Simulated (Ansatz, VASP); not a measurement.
**CuO in VASP and in Ansatz**

POSCAR

```
CuO
1.0
    2.3418500000     -1.7113000000      0.0000000000
    2.3418500000      1.7113000000      0.0000000000
   -0.8500274268      0.0000000000      5.0578693947
Cu O
2 2
Direct
    0.5000000000      0.0000000000      0.5000000000
    0.0000000000      0.5000000000      0.0000000000
    0.4184000000      0.5816000000      0.7500000000
    0.5816000000      0.4184000000      0.2500000000
```

Contents of INCAR.step1:

```
SYSTEM = CuO
PREC     = Accurate       ! precision mode
ENCUT    = 520            ! plane-wave cutoff, eV
ISMEAR   = -1             ! smearing method
SIGMA    = 0.05           ! smearing width, eV
LREAL    = .False.        ! projectors in reciprocal space
LASPH    = .True.         ! aspherical terms in the spheres
NELM     = 80             ! most SCF steps
NBANDS   = 25             ! bands
GGA      = PE             ! functional
ALGO     = Normal         ! electronic algorithm
EDIFF    = 1E-4           ! SCF threshold, eV
LWAVE    = .True.         ! write WAVECAR
LCHARG   = .False.        ! write CHGCAR
```

INCAR.step2

```
SYSTEM = CuO
PREC     = Accurate       ! precision mode
ENCUT    = 520            ! plane-wave cutoff, eV
EDIFF    = 1E-7           ! SCF threshold, eV
ISMEAR   = -1             ! smearing method
SIGMA    = 0.05           ! smearing width, eV
LREAL    = .False.        ! projectors in reciprocal space
LASPH    = .True.         ! aspherical terms in the spheres
NELM     = 80             ! most SCF steps
ALGO     = Normal         ! electronic algorithm
ISIF     = 2              ! what is computed and relaxed
LWAVE    = .False.        ! write WAVECAR
LCHARG   = .False.        ! write CHGCAR
METAGGA  = R2SCAN         ! meta-GGA
LMIXTAU  = .True.       
NBANDS   = 25             ! bands
ISTART   = 1
```

KPOINTS

```
regular mesh
0
Gamma
  10 10 5
  0 0 0
```

File input.yaml:

```yaml
crystal:
  lattice:
    - [2.34185, -1.7113, 0.0]
    - [2.34185, 1.7113, 0.0]
    - [-0.8500274268, 0.0, 5.0578693947]
  atoms:
    - { symbol: Cu, position: [0.5, 0.0, 0.5] }
    - { symbol: Cu, position: [0.0, 0.5, 0.0] }
    - { symbol: O, position: [0.4184, 0.5816, 0.75] }
    - { symbol: O, position: [0.5816, 0.4184, 0.25] }
hamiltonian:
  xc: r2scan
  pseudopotentials: { kind: paw }
kpoints:
  mp_grid: { grid: [10, 10, 5] }
  band_path:
    path:
      - [[0.0, 0.0, 0.0], [-0.5, -0.5, 0.0], [-0.5247847702, -0.5247847702, 0.3275098836], [-0.5, -0.5, 0.5], [-0.6335075857, -0.3664924143, 0.5]]
      - [[-0.3664924143, 0.3664924143, 0.5], [0.0, 0.0, 0.5], [-0.4752152298, -0.4752152298, 0.6724901164]]
      - [[-0.5, -0.5, 0.0], [-0.612731633, -0.387268367, 0.0]]
      - [[-0.387268367, 0.387268367, 0.0], [0.0, 0.0, 0.0], [-0.5, 0.0, 0.0]]
      - [[-0.5, 0.0, 0.5], [0.0, 0.0, 0.0]]
    npoints: 14
scf:
  occupations: { method: fermi_dirac, width: 0.05 }
  n_extra_bands: 10
output:
  forces: true
  stress: true
  eigenvalues: true
  fatbands: false
```

Alike in both runs: functional r2SCAN; k mesh 10 × 10 × 5; occupations fermi-dirac, width 0.05 eV; no spin polarisation.

```csv
,VASP,Ansatz
version,VASP 6.6.1,Ansatz 0.2.0
potentials or method,"VASP PAW PBE potentials, release 64 (Cu, O)",Ansatz PAW
plane-wave cutoff (eV),520,500
valence electrons in the cell,34,50
task,single point,band structure
```

```csv
,VASP,Ansatz,Ansatz less VASP
gap on the k mesh at the Fermi level (eV),none,none,-
pressure (GPa),-0.3,-1.3,-0.96
"traceless stress, the component that is largest in VASP (GPa)",1.46,1.83,+0.365
rms of the force components (eV/Å),0.099,0.117,+0.0177
```

VASP's potentials were made for PBE, not for r2SCAN. Atom by atom the forces differ by 0.018 eV/Å (rms over components). A gap of «none» marks a metal or a gap that the smearing closes. The functional is the same, so the differences come from potentials, cutoffs and numerics. VASP's potentials hold 34 valence electrons a cell and Ansatz's 50, so a difference there can come from the potentials and not from the codes.
